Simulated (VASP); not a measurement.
# TePb (Fm-3m) in VASP: a series of runs

TePb is run at these levels: PBE; tasks: single point.

All numbers are computed with VASP 6.6.1; they aren't measurements. Logs are shortened: lines on timing, memory, paths and dates and some standing lists are left out, and cuts for length are marked.

## 1. The cell of the first run

It takes space group Fm-3m (No. 225, cubic). The conventional cell has a = 6.440 Å, b = 6.440 Å, c = 6.440 Å, α = 90.00°, β = 90.00°, γ = 90.00°. Within 4.2 Å of Pb (site symmetry m-3m) lie 6 Te at 3.22 Å. Within 4.2 Å of Te (site symmetry m-3m) lie 6 Pb at 3.22 Å.

## 2. Single point, PBE

The input, INCAR:

```
  ALGO = Normal
  EDIFF = 1E-6
  ENCUT = 500
  GGA = PE
  GGA_COMPAT = False
  ISIF = 2
  ISMEAR = 0
  LASPH = True
  LCHARG = False
  LREAL = False
  LWAVE = False
  NBANDS = 17
  NELM = 120
  PREC = Accurate
  SIGMA = 0.1
```

The input, KPOINTS:

```
k-points
0
Gamma
  6 6 6
```

The input, POSCAR:

```
TePb
1.0
    0.0000000000      3.2200000000      3.2200000000
    3.2200000000      0.0000000000      3.2200000000
    3.2200000000      3.2200000000      0.0000000000
Pb Te
1 1
Direct
    0.0000000000      0.0000000000      0.0000000000
    0.5000000000      0.5000000000      0.5000000000
```

Potentials or basis: VASP PAW PBE potentials, release 64 (Pb_d, Te).

Started as:

```bash
$ cat potpaw_PBE.64/Pb_d/POTCAR potpaw_PBE.64/Te/POTCAR > POTCAR
$ mpirun -np 1 vasp_std > vasp.out
```

OUTCAR:

```text
EDIFF = 1E-6
   ENCUT = 500
   GGA = PE
   ISIF = 2
   ISMEAR = 0
   LASPH = True
   LREAL = False
   NELM = 120
   PREC = Accurate

 ion  position               nearest neighbor table
   1  0.000  0.000  0.000-   2 3.22   2 3.22   2 3.22   2 3.22   2 3.22   2 3.22
   2  0.500  0.500  0.500-   1 3.22   1 3.22   1 3.22   1 3.22   1 3.22   1 3.22

  LATTYP: Found a face centered cubic cell.
 ALAT       =     6.4400000000

  Lattice vectors:

 A1 = (   0.0000000000,   3.2200000000,   3.2200000000)
 A2 = (   3.2200000000,   0.0000000000,   3.2200000000)
 A3 = (   3.2200000000,   3.2200000000,   0.0000000000)

Analysis of symmetry for initial positions (statically):
=====================================================================
 Subroutine PRICEL returns:
 Original cell was already a primitive cell.

 Routine SETGRP: Setting up the symmetry group for a
 face centered cubic supercell.

 Subroutine GETGRP returns: Found 48 space group operations
 (whereof 48 operations were pure point group operations)
 out of a pool of 48 trial point group operations.

The static configuration has the point symmetry O_h .

Analysis of symmetry for dynamics (positions and initial velocities):
=====================================================================
 Subroutine PRICEL returns:
 Original cell was already a primitive cell.

 Routine SETGRP: Setting up the symmetry group for a
 face centered cubic supercell.

 Subroutine GETGRP returns: Found 48 space group operations
 (whereof 48 operations were pure point group operations)
 out of a pool of 48 trial point group operations.

The dynamic configuration has the point symmetry O_h .

 Subroutine INISYM returns: Found 48 space group operations
 (whereof 48 operations are pure point group operations),
 and found     1 'primitive' translations

----------------------------------------------------------------------------------------

                                     Primitive cell

  volume of cell :      66.7725

  direct lattice vectors                    reciprocal lattice vectors
     0.000000000  3.220000000  3.220000000    -0.155279503  0.155279503  0.155279503
     3.220000000  0.000000000  3.220000000     0.155279503 -0.155279503  0.155279503
     3.220000000  3.220000000  0.000000000     0.155279503  0.155279503 -0.155279503

  length of vectors
     4.553767671  4.553767671  4.553767671     0.268951989  0.268951989  0.268951989

  position of ions in fractional coordinates (direct lattice)
     0.000000000  0.000000000  0.000000000
     0.500000000  0.500000000  0.500000000

[... 68 lines left out ...]
   LREAL  =      F    real-space projection
   EDIFFG = 0.1E-04   stopping-criterion for IOM
   NSW    =      0    number of steps for IOM
   IBRION =     -1    ionic relax: 0-MD 1-quasi-New 2-CG
   NFREE  =      0    steps in history (QN), initial steepest desc. (CG)
   ISIF   =      2    stress and relaxation
   ISYM   =      2    0-nonsym 1-usesym 2-fastsym
   POTIM  = 0.5000    time-step for ionic-motion
   TEBEG  =    0.0;   TEEND  =   0.0 temperature during run
   PSTRESS=    0.0 pullay stress
   NELECT =      20.0000    total number of electrons
   NUPDOWN=      -1.0000    fix difference up-down
   EMIN   =  10.00;   EMAX   =-10.00  energy-range for DOS
   EFERMI =   0.00;   METHOD = LEGACY
   ISMEAR =     0;   SIGMA  =   0.10  broadening in eV -4-tet -1-fermi 0-gaus
   EFERMI_NEDOS =   21; number of points for ismear=-14 and -15
   IALGO  =     38    algorithm
   IMIX   =      4    mixing-type and parameters
     AMIX     =   0.40;   BMIX     =  1.00
     AMIX_MAG =   1.60;   BMIX_MAG =  1.00
  volume/ion in A,a.u.               =      33.39       225.30
  Fermi-wavevector in a.u.,A,eV,Ry     =   1.095348  2.069908 16.324109  1.199788
  Thomas-Fermi vector in A             =   2.231670
   LORBIT       =      0    0 simple, 1 ext, 2 COOP (PROOUT), +10 PAW based schemes
   GGA     = PE    functional components
   LHFCALC =     F    Hartree Fock is set to
   AEXX    =    0.0000 exact exchange contribution
   IVDW    =     0    specifies the selected vdW correction
   LEPSILON=     F    determine dielectric tensor
   LRPA    =     F    only Hartree local field effects (RPA)
 non-spin polarized calculation
 Gauss-broadening in eV      SIGMA  =   0.10
  energy-cutoff  :      500.00
  volume of cell :       66.77
 maximum number of plane-waves:      1711
 NGX is ok and might be reduce to    36
   NGX = 17   NGY = 17   NGZ = 17

 number of electron      20.0000001 magnetization

 Free energy of the ion-electron system (eV)
  ---------------------------------------------------
  ext. energy  EPLUGINS =         0.00000000
  ---------------------------------------------------
  free energy    TOTEN  =        -7.49188493 eV

  energy without entropy =       -7.49188493  energy(sigma->0) =       -7.49188493

 E-fermi :   6.1177     XC(G=0):  -9.3470

 val. band max:        5.7613666519   @ k =   0.5000   0.0000   0.0000
 cond. band min:       6.4741626665   @ k =   0.5000   0.0000   0.0000
 fundamental gap:      0.7127960147
 Fermi energy:         6.1177445090

 k-point     1 :       0.0000    0.0000    0.0000
  band No.  band energies     occupation
      1     -10.9818      2.00000
      2     -10.9818      2.00000
      3     -10.9717      2.00000
      4     -10.9717      2.00000
      5     -10.9717      2.00000
      6      -6.3469      2.00000
[... 297 lines left out ...]
      4     -10.9544      2.00000
      5     -10.9446      2.00000
      6      -4.5096      2.00000
[... 9 lines left out ...]
     16      16.5119      0.00000
     17      17.3229      0.00000

------------------------ aborting loop because EDIFF is reached ----------------------------------------

  FORCE on cell =-STRESS in cart. coord.  units (eV):
  Direction    XX          YY          ZZ          XY          YZ          ZX
  --------------------------------------------------------------------------------------
  -------------------------------------------------------------------------------------
  Total        1.0783256      1.0783256      1.0783256     -0.0000000     -0.0000000      0.0000000
  in kB       25.8739602     25.8739602     25.8739602     -0.0000000     -0.0000000      0.0000000
  external PRESSURE =      25.8739602 kB  Pullay stress =       0.0000000 kB

 VOLUME and BASIS-vectors are now :
 -----------------------------------------------------------------------------
  energy-cutoff  :      500.00
  volume of cell :       66.77
      direct lattice vectors                 reciprocal lattice vectors
     0.000000000  3.220000000  3.220000000    -0.155279503  0.155279503  0.155279503
     3.220000000  0.000000000  3.220000000     0.155279503 -0.155279503  0.155279503
     3.220000000  3.220000000  0.000000000     0.155279503  0.155279503 -0.155279503

 POSITION                                       TOTAL-FORCE (eV/Angst)
 -----------------------------------------------------------------------------------
      0.00000      0.00000      0.00000         0.000000      0.000000      0.000000
      3.22000      3.22000      3.22000         0.000000      0.000000      0.000000
 -----------------------------------------------------------------------------------
    total drift:                               -0.000000      0.000000      0.000000

  FREE ENERGIE OF THE ION-ELECTRON SYSTEM (eV)
  ---------------------------------------------------
  free  energy   TOTEN  =        -7.4918849333 eV

  energy  without entropy=       -7.4918849270  energy(sigma->0) =       -7.49188493
```

It took 10 s on 1 thread of Intel Xeon 6975P-C (Granite Rapids), shared host; peak memory 0.2 GiB.

Results:

| Property | Result |
| --- | --- |
| Free energy | -7.4919 eV |
| Pressure | 2.6 GPa |
| Band gap on the k mesh | 0.71 eV |

Caveat: spin-orbit coupling is left out, which moves the levels of the heavy elements.

[end of part 1 of 2]
